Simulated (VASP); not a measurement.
A run of VASP 6.6.1 is set up as follows.

The input INCAR:

```
SYSTEM = WS2
  ALGO = Normal
  EDIFF = 1E-6
  EDIFFG = -0.005
  ENCUT = 600
  GGA = PS
  IBRION = 2
  ISIF = 3
  ISMEAR = 0
  LASPH = .True.
  LCHARG = .False.
  LREAL = .False.
  LWAVE = .False.
  NELM = 80
  NSW = 100
  PREC = Accurate
  SIGMA = 0.02
```

The input KPOINTS:

```
k-points
0
Gamma
  12 12 12
  0 0 0
```

Contents of POSCAR:

```
WS2
1.0
    1.5790003843      0.9116362969      6.1633300000
   -1.5790003843      0.9116362969      6.1633300000
    0.0000000000     -1.8232725938      6.1633300000
W S
1 2
Direct
    0.0000000000      0.0000000000      0.0000000000
    0.7503000000      0.7503000000      0.7503000000
    0.5810000000      0.5810000000      0.5810000000
```

Potentials or basis: VASP PAW PBE potentials, release 64 (W_sv, S).

Command:

```bash
$ cat potpaw_PBE.64/W_sv/POTCAR potpaw_PBE.64/S/POTCAR > POTCAR
$ mpirun -np 1 vasp_std > vasp.out
```

Task: Estimate the relaxed cell.

Result: a = 6.617 Å, b = 6.617 Å, c = 6.617 Å, α = 27.52°, β = 27.52°, γ = 27.52°.

Task: Estimate the space group after relaxing (to 0.1 Å).

Result: R3m (No. 160).

Task: Estimate the band gap on the k mesh.

Result: 1.16 eV (least direct gap 1.93 eV).

Task: Predict the relaxed volume.

Result: 18.21 Å³/atom.

Final structure:
```yaml
crystal:
  lattice:
    - [1.57420, 0.90886, 6.36282]
    - [-1.57420, 0.90886, 6.36282]
    - [0.00000, -1.81773, 6.36282]
  atoms:
    - { symbol: W, position: [0.99933, 0.99933, 0.99933] }
    - { symbol: S, position: [0.74810, 0.74810, 0.74810] }
    - { symbol: S, position: [0.58387, 0.58387, 0.58387] }
```

Caveat: the PAW data sets were made with another functional, which shifts forces and pressure a little; spin-orbit coupling is left out, which moves the levels of the heavy elements. A k mesh can miss the band edges.
